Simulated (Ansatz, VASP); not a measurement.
# Sc: VASP beside Ansatz

Contents of INCAR:

```
SYSTEM = Sc
PREC = Accurate
ENCUT = 500
EDIFF = 1E-6
ISMEAR = 0
SIGMA = 0.01
LREAL = .False.
LASPH = .True.
NELM = 120
ALGO = Normal
ISIF = 2
LWAVE = .False.
LCHARG = .False.
GGA = CA
NBANDS = 18
GGA_COMPAT = .False.
```

Contents of KPOINTS:

```
regular mesh
0
Gamma
  11 11 6
  0 0 0
```

The input POSCAR:

```
Sc
1.0
    3.2269060027      0.0000000000      0.0000000000
   -1.6134530014      2.7945825740      0.0000000000
    0.0000000000      0.0000000000      5.0094253455
Sc
2
Direct
    0.3333333333      0.6666666667      0.2500000000
    0.6666666667      0.3333333333      0.7500000000
```

Input for Ansatz:

```yaml
crystal:
  lattice:
    - [3.2269060027, 0.0, 0.0]
    - [-1.6134530014, 2.794582574, 0.0]
    - [0.0, 0.0, 5.0094253455]
  atoms:
    - { symbol: Sc, position: [0.3333333333, 0.6666666667, 0.25] }
    - { symbol: Sc, position: [0.6666666667, 0.3333333333, 0.75] }
hamiltonian:
  xc: lda
  pseudopotentials:
    kind: paw
    azcp:
      Sc: "pseudopotentials/Sc.paw.azcp"
basis:
  ecutwfc: 420
  fft_grid_basis: typed
kpoints:
  mp_grid: { grid: [11, 11, 6], shift: [0, 0, 0] }
magnetization:
  spin_polarized: false
scf:
  occupations: { method: gaussian, width: 0.01 }
  lower_state_search: "off"
output:
  stress: true
```

Alike in both runs: task single point; functional LDA; k mesh 11 × 11 × 6; occupations gaussian, width 0.01 eV; no spin polarisation.

|  | VASP | Ansatz |
| --- | --- | --- |
| version | VASP 6.6.1 | Ansatz 0.2.0 |
| potentials or method | VASP PAW LDA potentials, release 64 (Sc_sv), cutoff 500 eV | plane waves (420 eV) with PAW, scalar-relativistic |
| valence electrons in the cell | 22 | 22 |

```csv
,VASP,Ansatz,Ansatz less VASP
pressure (GPa),-0.2,-0.3,-0.08
```

Ansatz warns that its potentials were made for another functional, while VASP's fit it. LDA's correlation is that of Perdew and Zunger in VASP and of Perdew and Wang (1992) in Ansatz.
